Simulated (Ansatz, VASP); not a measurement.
## HgS: VASP beside Ansatz

File POSCAR:

```
HgS
1.0
    0.0000000000      2.9382818631      2.9382818631
    2.9382818631      0.0000000000      2.9382818631
    2.9382818631      2.9382818631      0.0000000000
Hg S
1 1
Direct
    0.0000000000      0.0000000000      0.0000000000
    0.2500000000      0.2500000000      0.2500000000
```

The input INCAR.step1:

```
PREC = Accurate
ENCUT = 400
EDIFF = 1E-5
ISMEAR = 0
SIGMA = 0.01
LREAL = False
LASPH = True
NELM = 120
ALGO = Normal
ISIF = 2
LWAVE = True
LCHARG = False
NBANDS = 16
GGA = PE
GGA_COMPAT = False
```

File INCAR.step2:

```
PREC = Accurate
ENCUT = 400
EDIFF = 1E-6
ISMEAR = 0
SIGMA = 0.01
LREAL = False
LASPH = True
NELM = 120
ALGO = Normal
ISIF = 2
LWAVE = False
LCHARG = False
GGA = PE
LHFCALC = True
HFSCREEN = 0.2079
PRECFOCK = Normal
NBANDS = 16
ISTART = 1
GGA_COMPAT = False
```

KPOINTS

```
regular mesh
0
Gamma
  6 6 6
```

Input for Ansatz:

```yaml
crystal:
  lattice:
    - [0.0, 2.9382818631, 2.9382818631]
    - [2.9382818631, 0.0, 2.9382818631]
    - [2.9382818631, 2.9382818631, 0.0]
  atoms:
    - { symbol: Hg, position: [0.0, 0.0, 0.0] }
    - { symbol: S, position: [0.25, 0.25, 0.25] }
scf:
  occupations: { method: gaussian, width: 0.01 }
output:
  eigenvalues: true
  eigenstates:
    kpoints: [[0, 0, 0], [0.02, 0.02, 0], [0.5, 0.5, 0.5]]
    top_band: c4
    e_range: [-2.5, 2.5]
hamiltonian:
  xc: hse06
kpoints:
  mp_grid: { grid: [6, 6, 6] }
```

Alike in both runs: task single point; functional HSE06; k mesh 6 × 6 × 6; occupations gaussian, width 0.01 eV; no spin polarisation.

|  | VASP | Ansatz |
| --- | --- | --- |
| version | VASP 6.6.1 | Ansatz 0.2.0 |
| potentials or method | VASP PAW PBE potentials, release 64 (Hg, S) | scalar-relativistic, plane waves, PAW |
| plane-wave cutoff (eV) | 400 | 420 |
| valence electrons in the cell | 18 | 26 |

|  | VASP | Ansatz | Ansatz less VASP |
| --- | --- | --- | --- |
| gap on the k mesh at the Fermi level (eV) | 0.41 | 0.41 | -0.003 |
| least direct gap on the mesh (eV) | 0.41 | 0.41 | -0.003 |

The functional is the same, so the differences come from potentials, cutoffs and numerics. VASP's potentials hold 18 valence electrons a cell and Ansatz's 26, so a difference there can come from the potentials and not from the codes.

Spin-orbit coupling is off throughout.
